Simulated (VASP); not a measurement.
# Cu (P6_3/mmc) in VASP: a series of runs, part 2 of 2

VASP 6.6.1.

## (3) Single point, PBEsol (equal strain along all axes, cell held: +2.0 %)

INCAR

```
ALGO = Fast
EDIFF = 1E-7
ENCUT = 520
GGA = PS
ISIF = 2
ISMEAR = 0
LASPH = True
LCHARG = True
LELF = True
LREAL = False
LVHAR = True
LWAVE = False
NBANDS = 18
NELM = 100
PREC = Accurate
SIGMA = 0.1
```

KPOINTS

```
k-points
0
Gamma
  24 24 12
```

POSCAR

```
Cu
1.0
    2.5710028457      0.0000000000      0.0000000000
   -1.2855014229      2.2265537776      0.0000000000
    0.0000000000      0.0000000000      4.1988537329
Cu
2
Direct
    0.3333333333      0.6666666667      0.2500000000
    0.6666666667      0.3333333333      0.7500000000
```

Potentials or basis: VASP PAW PBE potentials, release 64 (Cu).

Started as:

```sh
$ cat potpaw_PBE.64/Cu/POTCAR > POTCAR
$ mpirun -np 1 vasp_std > vasp.out
```

OUTCAR:

```text
EDIFF = 1E-7
   ENCUT = 520
   GGA = PS
   ISIF = 2
   ISMEAR = 0
   LASPH = True
   LREAL = False
   NELM = 100
   PREC = Accurate

 ion  position               nearest neighbor table
   1  0.333  0.667  0.250-   2 2.57   2 2.57   2 2.57   2 2.57   2 2.57   2 2.57
   2  0.667  0.333  0.750-   1 2.57   1 2.57   1 2.57   1 2.57   1 2.57   1 2.57

  LATTYP: Found a hexagonal cell.
 ALAT       =     2.5710028457
 C/A-ratio  =     1.6331579484

  Lattice vectors:

 A1 = (   2.5710028457,   0.0000000000,   0.0000000000)
 A2 = (  -1.2855014229,   2.2265537776,   0.0000000000)
 A3 = (   0.0000000000,   0.0000000000,   4.1988537329)

Analysis of symmetry for initial positions (statically):
=====================================================================
 Subroutine PRICEL returns:
 Original cell was already a primitive cell.

 Routine SETGRP: Setting up the symmetry group for a
 hexagonal supercell.

 Subroutine GETGRP returns: Found 24 space group operations
 (whereof 12 operations were pure point group operations)
 out of a pool of 24 trial point group operations.

[... 159 lines left out ...]
  ---------------------------------------------------
  ext. energy  EPLUGINS =         0.00000000
  ---------------------------------------------------
  free energy    TOTEN  =        -8.56939915 eV

  energy without entropy =       -8.56675738  energy(sigma->0) =       -8.56807827

 E-fermi :   7.1572     XC(G=0): -12.8057

 val. band max:        7.1547319802   @ k =   0.5000   0.0000   0.0833
 cond. band min:       7.1657655062   @ k =   0.1667  -0.0000   0.1667
 fundamental gap:      0.0110335260
 Fermi energy:         7.1572472575

 k-point     1 :       0.0000    0.0000    0.0000
  band No.  band energies     occupation
      1      -2.0695      2.00000
      2       2.1915      2.00000
      3       4.2126      2.00000
      4       4.2725      2.00000
      5       4.2725      2.00000
      6       4.4745      2.00000
[... 481 lines left out ...]
      5       4.1932      2.00000
      6       4.2962      2.00000
[... 10 lines left out ...]
     17      19.6316      0.00000
     18      26.4347      0.00000

 [... further k-points ...]
[... 5 lines left out ...]
  --------------------------------------------------------------------------------------
  -------------------------------------------------------------------------------------
  Total       -1.2086988     -1.2086988     -1.1142828      0.0000000      0.0000000      0.0000000
  in kB      -80.5679250    -80.5679250    -74.2744639      0.0000000      0.0000000      0.0000000
  external PRESSURE =     -78.4701046 kB  Pullay stress =       0.0000000 kB

 VOLUME and BASIS-vectors are now :
 -----------------------------------------------------------------------------
  energy-cutoff  :      520.00
  volume of cell :       24.04
      direct lattice vectors                 reciprocal lattice vectors
     2.571002846  0.000000000  0.000000000     0.388953284  0.224562283  0.000000000
    -1.285501423  2.226553778  0.000000000     0.000000000  0.449124566  0.000000000
     0.000000000  0.000000000  4.198853733     0.000000000  0.000000000  0.238160237

 POSITION                                       TOTAL-FORCE (eV/Angst)
 -----------------------------------------------------------------------------------
     -0.00000      1.48437      1.04971        -0.000000      0.000000      0.000000
      1.28550      0.74218      3.14914         0.000000      0.000000     -0.000000
 -----------------------------------------------------------------------------------
    total drift:                               -0.000000      0.000000     -0.000000

  FREE ENERGIE OF THE ION-ELECTRON SYSTEM (eV)
  ---------------------------------------------------
  free  energy   TOTEN  =        -8.5693991507 eV

  energy  without entropy=       -8.5667573836  energy(sigma->0) =       -8.56807827
```

It took 93 s on 1 thread of AMD EPYC 9R45 (Zen 5), shared host; peak memory 0.22 GiB.

Results:

```yaml
Free_energy: -8.5694 eV
Pressure: -7.8 GPa
Band_gap_on_the_k_mesh: zero (band 11 reaches 11.17 eV, above the bottom of band 12 at 5.27 eV)
```

Caveat: the cell differs from its parent crystal (equal strain along all axes, cell held: +2.0 %); the PAW data sets were made with another functional, which shifts forces and pressure a little.

## (4) Single point, PBEsol (equal strain along all axes, cell held: +4.0 %)

INCAR

```
ALGO = Fast
EDIFF = 1E-6
ENCUT = 520
GGA = PS
ISIF = 2
ISMEAR = 0
LASPH = True
LCHARG = False
LREAL = False
LWAVE = False
NBANDS = 18
NELM = 60
PREC = Accurate
SIGMA = 0.1
```

KPOINTS is that of step 3.

POSCAR

```
Cu
1.0
    2.6214146662      0.0000000000      0.0000000000
   -1.3107073331      2.2702116948      0.0000000000
    0.0000000000      0.0000000000      4.2811841982
Cu
2
Direct
    0.3333333333      0.6666666667      0.2500000000
    0.6666666667      0.3333333333      0.7500000000
```

Potentials or basis: VASP PAW PBE potentials, release 64 (Cu).

Started as:

```sh
$ cat potpaw_PBE.64/Cu/POTCAR > POTCAR
$ mpirun -np 1 vasp_std > vasp.out
```

OUTCAR:

```text
EDIFF = 1E-6
   ENCUT = 520
   GGA = PS
   ISIF = 2
   ISMEAR = 0
   LASPH = True
   LREAL = False
   NELM = 60
   PREC = Accurate

 ion  position               nearest neighbor table
   1  0.333  0.667  0.250-   2 2.62   2 2.62   2 2.62   2 2.62   2 2.62   2 2.62
   2  0.667  0.333  0.750-   1 2.62   1 2.62   1 2.62   1 2.62   1 2.62   1 2.62

  LATTYP: Found a hexagonal cell.
 ALAT       =     2.6214146662
 C/A-ratio  =     1.6331579484

  Lattice vectors:

 A1 = (   2.6214146662,   0.0000000000,   0.0000000000)
 A2 = (  -1.3107073331,   2.2702116948,   0.0000000000)
 A3 = (   0.0000000000,   0.0000000000,   4.2811841982)

Analysis of symmetry for initial positions (statically):
=====================================================================
 Subroutine PRICEL returns:
 Original cell was already a primitive cell.

 Routine SETGRP: Setting up the symmetry group for a
 hexagonal supercell.

 Subroutine GETGRP returns: Found 24 space group operations
 (whereof 12 operations were pure point group operations)
 out of a pool of 24 trial point group operations.

[... 159 lines left out ...]
  ---------------------------------------------------
  ext. energy  EPLUGINS =         0.00000000
  ---------------------------------------------------
  free energy    TOTEN  =        -8.47022049 eV

  energy without entropy =       -8.46724036  energy(sigma->0) =       -8.46873043

 E-fermi :   6.4823     XC(G=0): -12.4714

 val. band max:        6.4814627278   @ k =   0.5000   0.0000   0.3333
 cond. band min:       6.4893550267   @ k =   0.5000   0.0000   0.0833
 fundamental gap:      0.0078922989
 Fermi energy:         6.4822503360

 k-point     1 :       0.0000    0.0000    0.0000
  band No.  band energies     occupation
      1      -2.3236      2.00000
      2       1.8197      2.00000
      3       3.6993      2.00000
      4       3.7551      2.00000
      5       3.7551      2.00000
      6       3.9386      2.00000
[... 481 lines left out ...]
      5       3.6833      2.00000
      6       3.7823      2.00000
[... 10 lines left out ...]
     17      18.5041      0.00000
     18      24.9750      0.00000

 [... further k-points ...]
[... 5 lines left out ...]
  --------------------------------------------------------------------------------------
  -------------------------------------------------------------------------------------
  Total       -2.2668684     -2.2668684     -2.1761236     -0.0000000      0.0000000      0.0000000
  in kB     -142.5512055   -142.5512055   -136.8447502     -0.0000000      0.0000000      0.0000000
  external PRESSURE =    -140.6490537 kB  Pullay stress =       0.0000000 kB

 VOLUME and BASIS-vectors are now :
 -----------------------------------------------------------------------------
  energy-cutoff  :      520.00
  volume of cell :       25.48
      direct lattice vectors                 reciprocal lattice vectors
     2.621414666  0.000000000  0.000000000     0.381473413  0.220243778  0.000000000
    -1.310707333  2.270211695  0.000000000     0.000000000  0.440487556  0.000000000
     0.000000000  0.000000000  4.281184198     0.000000000  0.000000000  0.233580232

 POSITION                                       TOTAL-FORCE (eV/Angst)
 -----------------------------------------------------------------------------------
     -0.00000      1.51347      1.07030        -0.000000      0.000000     -0.000000
      1.31071      0.75674      3.21089         0.000000     -0.000000      0.000000
 -----------------------------------------------------------------------------------
    total drift:                               -0.000000      0.000000     -0.000000

  FREE ENERGIE OF THE ION-ELECTRON SYSTEM (eV)
  ---------------------------------------------------
  free  energy   TOTEN  =        -8.4702204884 eV

  energy  without entropy=       -8.4672403644  energy(sigma->0) =       -8.46873043
```

Run time: 87 s. Hardware: 1 thread of AMD EPYC 9R45 (Zen 5), shared host; peak memory 0.23 GiB.

Results:

- Free energy: -8.4702 eV
- Pressure: -14.1 GPa
- Band gap on the k mesh: zero (band 11 reaches 10.35 eV, above the bottom of band 12 at 4.66 eV)

Levels at points of the mesh, in eV from the Fermi level:
```tsv
k point	band 7	band 8	band 9	band 10	band 11	band 12	band 13	band 14	band 15	band 16
(0.00, 0.00, 0.00)	-2.54	-2.29	-2.29	-1.62	-1.62	-0.80	3.39	20.58	20.58	20.74
(0.50, 0.00, 0.00)	-2.51	-1.54	-1.50	-1.45	0.02	1.41	7.41	7.66	10.21	10.21
(0.00, 0.00, 0.50)	-2.76	-2.76	-1.82	-1.82	-1.82	-1.82	11.81	11.81	21.41	21.41
(0.50, 0.00, 0.50)	-1.76	-1.76	-1.49	-1.49	0.56	0.56	4.44	4.44	15.31	15.31
```

Caveat: the cell differs from its parent crystal (equal strain along all axes, cell held: +4.0 %); the PAW data sets were made with another functional, which shifts forces and pressure a little.

## (5) The runs side by side

```tsv
cell	further INCAR settings	gap on the mesh (eV)	pressure (GPa)
a = 2.521, b = 2.521, c = 4.117 Å, angles 90.0, 90.0, 120.0°, 2 atoms	ALGO = Fast; EDIFF = 1e-06; NBANDS = 18	none	0.8
a = 2.571, b = 2.571, c = 4.199 Å, angles 90.0, 90.0, 120.0°, 2 atoms	ALGO = Fast; EDIFF = 1e-07; NBANDS = 18	none	-7.8
a = 2.621, b = 2.621, c = 4.281 Å, angles 90.0, 90.0, 120.0°, 2 atoms	ALGO = Fast; EDIFF = 1e-06; NBANDS = 18	none	-14.1
```

Alike in all rows: task single point; level PBEsol; potentials or basis VASP PAW PBE potentials, release 64 (Cu); no spin polarisation; k mesh 24 × 24 × 12; cutoff (eV) 520; smearing gaussian 0.1 eV.

Caveats: the PAW data sets were made with another functional, which shifts forces and pressure a little.

Absolute energies hang on the potentials; compare differences alone.
